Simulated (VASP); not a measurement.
# La (P6_3/mmc) in VASP: notebook, part 2 of 2

VASP 6.6.1. The steps go on from the part before.

### Step 3. Relaxation of cell and atoms, PBEsol, target pressure 20 GPa, at which the enthalpy is minimised

The input, INCAR:

```
PREC = Accurate
ENCUT = 600
EDIFF = 1E-6
ISMEAR = -1
SIGMA = 0.05
LREAL = False
LASPH = True
NELM = 80
ALGO = Normal
ISIF = 3
LWAVE = False
LCHARG = False
GGA = PS
IBRION = 2
NSW = 80
EDIFFG = -0.005
PSTRESS = 200.0
```

The input, KPOINTS:

```
regular mesh
0
Gamma
  8 8 5
```

The input, POSCAR:

```
La
1.0
    3.7500000000      0.0000000000      0.0000000000
   -1.8750000000      3.2475952642      0.0000000000
    0.0000000000      0.0000000000      6.0700000000
La
2
Direct
    0.6666666667      0.3333333333      0.7500000000
    0.3333333333      0.6666666667      0.2500000000
```

Potentials or basis: VASP PAW PBE potentials, release 64 (La).

Started as:

```bash
$ cat potpaw_PBE.64/La/POTCAR > POTCAR
$ mpirun -np 1 vasp_std > vasp.out
```

OUTCAR:

```text
PREC = Accurate
   ENCUT = 600
   EDIFF = 1E-6
   ISMEAR = -1
   LREAL = False
   LASPH = True
   NELM = 80
   ISIF = 3
   GGA = PS
   IBRION = 2
   NSW = 80
   EDIFFG = -0.005
   PSTRESS = 200.0

 ion  position               nearest neighbor table
   1  0.667  0.333  0.750-
   2  0.333  0.667  0.250-

  LATTYP: Found a hexagonal cell.
 ALAT       =     3.7500000000
 C/A-ratio  =     1.6186666667

  Lattice vectors:

 A1 = (   3.7500000000,   0.0000000000,   0.0000000000)
 A2 = (  -1.8750000000,   3.2475952642,   0.0000000000)
 A3 = (   0.0000000000,   0.0000000000,   6.0700000000)

Analysis of symmetry for initial positions (statically):
[... 727 lines left out ...]
  enthalpy is  TOTEN    =        -3.8267067928 eV   P V=        5.9046323086

[... ionic steps 4 to 16 ...]

--------------------------------------- Ionic step       17  -------------------------------------------

 number of electron      22.0000000 magnetization

------------------------ aborting loop because EDIFF is reached ----------------------------------------
[... 71 lines left out ...]
--------------------------------------- Ionic step       19  -------------------------------------------

 number of electron      22.0000000 magnetization

 Free energy of the ion-electron system (eV)
  ---------------------------------------------------
  ext. energy  EPLUGINS =         0.00000000
  ---------------------------------------------------
  free energy    TOTEN  =        -9.56734534 eV

  energy without entropy =       -9.55008225  energy(sigma->0) =       -9.55871379

 E-fermi :  13.5472     XC(G=0): -11.8619

 val. band max:       13.5197836199   @ k =   0.2500   0.2500   0.4000
 cond. band min:      13.5493624481   @ k =   0.1250   0.0000   0.0000
 fundamental gap:      0.0295788282
 Fermi energy:        13.5471718986

 k-point     1 :       0.0000    0.0000    0.0000
  band No.  band energies     occupation
      1     -19.5065      2.00000
      2     -18.5781      2.00000
      3      -5.0268      2.00000
      4      -0.6528      2.00000
      5      -0.6528      2.00000
      6      -0.5739      2.00000
      7      -0.1671      2.00000
      8      -0.1671      2.00000
      9      11.5648      2.00000
     10      11.7348      2.00000
     11      14.0721      0.00006
     12      15.2025      0.00000
     13      15.2025      0.00000
     14      15.3124      0.00000
[... 448 lines left out ...]
  energy  without entropy=       -9.5500822465  energy(sigma->0) =       -9.55871379

  enthalpy is  TOTEN    =        -3.8685244300 eV   P V=        5.6988209054

 reached required accuracy - stopping structural energy minimisation
```

OSZICAR:

```text
N       E                     dE             d eps       ncg     rms          rms(c)
DAV:   1     0.260258076001E+03    0.26026E+03   -0.88255E+03   900   0.223E+03
[... 176 lines left out ...]
DAV:   4    -0.956987138628E+01    0.56284E-06   -0.88567E-06  1585   0.335E-02
  18 F= -.38685180E+01 E0= -.38598873E+01  d E =0.124189E-04
       N       E                     dE             d eps       ncg     rms          rms(c)
DAV:   1    -0.956737518639E+01    0.24968E-02   -0.98761E-04  1358   0.440E-01    0.312E-02
DAV:   2    -0.956735097915E+01    0.24207E-04   -0.97097E-05  1499   0.130E-01    0.123E-02
DAV:   3    -0.956734508052E+01    0.58986E-05   -0.28268E-05  1584   0.670E-02    0.293E-03
DAV:   4    -0.956734533534E+01   -0.25481E-06   -0.16071E-06  1066   0.171E-02
  19 F= -.38685244E+01 E0= -.38598929E+01  d E =0.595240E-05
```

Wall time 4.8 min (1 thread of Intel Xeon 6975P-C (Granite Rapids), shared host); peak memory 0.25 GiB.

What came out:

* Free energy: -9.5673 eV
* Relaxed volume: 22.83 Å³/atom
* Relaxed cell: a = 3.128 Å, b = 3.128 Å, c = 5.388 Å, α = 90.00°, β = 90.00°, γ = 120.00°
* Space group after relaxing (to 0.1 Å): P6_3/mmc (No. 194)
* Energy change on relaxing (the run minimises the enthalpy): +515.0 meV/atom
* Ionic steps: 19
* Pressure after relaxing: 20.0 GPa
* Band gap on the k mesh: zero (bands 11 and 12 overlap by 2.20 eV)

Step by step:
```tsv
step	energy change (eV)	largest force (eV/Å)	pressure (GPa)	volume (Å³)
1	0.0000	0.0000	-1.43	73.92
2	4.7094	0.0000	90.31	32.65
3	0.8661	0.0000	17.44	47.30
4	0.9586	0.0000	18.98	46.48
5	1.0197	0.0000	19.83	45.98
6	1.0795	0.0000	20.74	45.51
7	1.0846	0.0000	20.99	45.28
8	1.0982	0.0000	21.11	45.12
9	1.1069	0.0000	21.10	45.05
10	1.1045	0.0000	21.17	45.07
11	0.9609	0.0000	18.91	46.23
12	1.0374	0.0000	20.08	45.59
13	1.0328	0.0000	19.39	45.63
14	1.0361	0.0000	20.05	45.60
15	1.0347	0.0000	19.98	45.62
16	1.0315	0.0000	20.01	45.64
17	1.0329	0.0000	20.05	45.63
18	1.0275	0.0000	19.95	45.67
19	1.0301	0.0000	19.99	45.65
```

Final structure:
```yaml
crystal:
  lattice:
    - [3.12794, 0.00000, 0.00000]
    - [-1.56397, 2.70887, 0.00000]
    - [0.00000, 0.00000, 5.38789]
  atoms:
    - { symbol: La, position: [0.66667, 0.33333, 0.75000] }
    - { symbol: La, position: [0.33333, 0.66667, 0.25000] }
```

Levels at points of the mesh, in eV from the Fermi level:
| k point | band 7 | band 8 | band 9 | band 10 | band 11 | band 12 | band 13 | band 14 | band 15 |
| --- | --- | --- | --- | --- | --- | --- | --- | --- | --- |
| (0.00, 0.00, 0.00) | -13.71 | -13.71 | -1.98 | -1.81 | 0.52 | 1.66 | 1.66 | 1.77 | 1.85 |
| (0.50, 0.00, 0.00) | -15.16 | -14.50 | -3.14 | -2.35 | -1.42 | 1.60 | 1.72 | 1.93 | 1.95 |

Caveat: the cell is relaxed towards a set pressure, so the run minimises the enthalpy, not the energy; the volume moved by over 15 % at a fixed basis, so the end points are rough; the PAW data sets were made with another functional, which shifts forces and pressure a little; spin-orbit coupling is left out, which moves the levels of the heavy elements.

### Step 4. Relaxation of cell and atoms, PBEsol, target pressure 30 GPa, at which the enthalpy is minimised

Changes to INCAR since step 3:

```diff
@@ -7,3 +7,3 @@
 LASPH = True
-NELM = 80
+NELM = 60
 ALGO = Normal
@@ -16,2 +16,2 @@
 EDIFFG = -0.005
-PSTRESS = 200.0
+PSTRESS = 300.0
```

The input, KPOINTS:

```
Automatic mesh
0
Gamma
  8 8 5
```

POSCAR is that of step 3.

Started as:

```bash
$ cat potpaw_PBE.64/La/POTCAR > POTCAR
$ mpirun -np 1 vasp_std > vasp.out
```

Run time: 4.7 min. Hardware: 1 thread of Intel Xeon 6975P-C (Granite Rapids), shared host; peak memory 0.26 GiB.

Results (log left out):

| Property | Result |
| --- | --- |
| Free energy | -8.9411 eV |
| Relaxed volume | 20.78 Å³/atom |
| Relaxed cell | a = 3.037 Å, b = 3.037 Å, c = 5.203 Å, α = 90.00°, β = 90.00°, γ = 120.00° |
| Space group after relaxing (to 0.1 Å) | P6_3/mmc (No. 194) |
| Energy change on relaxing (the run minimises the enthalpy) | +828.2 meV/atom |
| Ionic steps | 18 |
| Pressure after relaxing | 30.0 GPa |
| Band gap on the k mesh | zero (bands 11 and 12 overlap by 2.50 eV) |

Step by step:
```tsv
step	energy change (eV)	largest force (eV/Å)	pressure (GPa)	volume (Å³)
1	0.0000	0.0000	-1.43	73.92
2	22.9956	0.0000	516.04	20.32
3	0.0960	0.0000	4.25	60.12
4	0.3964	0.0000	9.76	53.01
5	1.9522	0.0000	34.72	40.31
6	1.5989	0.0000	28.97	42.09
7	1.6956	0.0000	30.70	41.57
8	1.7009	0.0000	30.72	41.34
9	1.7169	0.0000	31.10	41.24
10	1.7133	0.0000	31.02	41.26
11	1.5745	0.0000	28.54	42.01
12	1.6585	0.0000	30.04	41.55
13	1.6562	0.0000	30.02	41.56
14	1.6545	0.0000	30.00	41.57
15	1.6533	0.0000	29.96	41.58
16	1.6588	0.0000	30.03	41.55
17	1.6586	0.0000	30.06	41.55
18	1.6563	0.0000	30.01	41.56
```

Final structure:
```
La
1.0
     3.03693    0.00000    0.00000
    -1.51846    2.63006    0.00000
     0.00000    0.00000    5.20330
La
2
Direct
  0.66667 0.33333 0.75000
  0.33333 0.66667 0.25000
```

Levels at points of the mesh, in eV from the Fermi level:
| k point | band 7 | band 8 | band 9 | band 10 | band 11 | band 12 | band 13 | band 14 | band 15 |
| --- | --- | --- | --- | --- | --- | --- | --- | --- | --- |
| (0.00, 0.00, 0.00) | -13.27 | -13.27 | -2.07 | -1.20 | 0.34 | 1.58 | 1.58 | 1.64 | 1.79 |
| (0.50, 0.00, 0.00) | -15.12 | -14.23 | -3.62 | -2.62 | -1.46 | 1.45 | 1.59 | 1.95 | 2.19 |

Caveat: the cell is relaxed towards a set pressure, so the run minimises the enthalpy, not the energy; the volume moved by over 15 % at a fixed basis, so the end points are rough; the PAW data sets were made with another functional, which shifts forces and pressure a little; spin-orbit coupling is left out, which moves the levels of the heavy elements.

### Step 5. Overview

```tsv
cell	gap on the mesh (eV)	pressure (GPa)
relaxed to 10 GPa	none	10.0
relaxed to 20 GPa	none	20.0
relaxed to 30 GPa	none	30.0
```

Alike in all rows: task relaxation of cell and atoms; level PBEsol; potentials or basis VASP PAW PBE potentials, release 64 (La); no spin polarisation; k mesh 8 × 8 × 5; cutoff (eV) 600; smearing fermi-dirac 0.05 eV.

Caveats: the cell is relaxed towards a set pressure, so the run minimises the enthalpy, not the energy; the volume moved by over 15 % at a fixed basis, so the end points are rough; the PAW data sets were made with another functional, which shifts forces and pressure a little; spin-orbit coupling is left out, which moves the levels of the heavy elements.

Total energies depend on the potentials used, so only differences within one code and one set of settings carry meaning.

The gap in the log of VASP goes by the Fermi energy; the results here count the filled bands.